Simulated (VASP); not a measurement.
Here is a VASP 6.6.1 calculation.

The input INCAR:

```
PREC = Accurate
ENCUT = 520
EDIFF = 1E-7
ISMEAR = 0
SIGMA = 0.15
LREAL = F
LASPH = T
NELM = 80
ALGO = Fast
ISIF = 2
LWAVE = F
LCHARG = F
GGA = PS
NBANDS = 30
```

The input KPOINTS:

```
regular mesh
0
Gamma
  14 8 8
```

File POSCAR:

```
Cu
1.0
   -2.5330465485      0.0002266482     -0.0000017200
   -0.0000028090     -0.0000193277     -4.1315317528
    0.0003925661     -4.3288238321     -0.0000204981
Cu
4
Direct
    0.4997812959      0.7499986597      0.1684672656
   -0.0001649360      0.7499983993      0.6684716809
    0.0001670984      0.2499998224      0.3315283775
    0.5002165418      0.2500031186      0.8315326761
```

Potentials or basis: VASP PAW PBE potentials, release 64 (Cu).

The run is started by

```console
$ cat potpaw_PBE.64/Cu/POTCAR > POTCAR
$ mpirun -np 1 vasp_std > vasp.out
```

Problem. Estimate the band gap on the k mesh.

Solution. Zero (bands 22 and 23 overlap by 4.14 eV).

Problem. What does it give for the pressure?

Solution. 0.6 GPa.

Forces in eV/Å, atoms in the order of the input:
```
Cu  -0.001  0.005  0.000
Cu  -0.001  0.005  0.000
Cu   0.001 -0.005  0.000
Cu   0.001 -0.005  0.000
```

Caveat: the PAW data sets were made with another functional, which shifts forces and pressure a little.
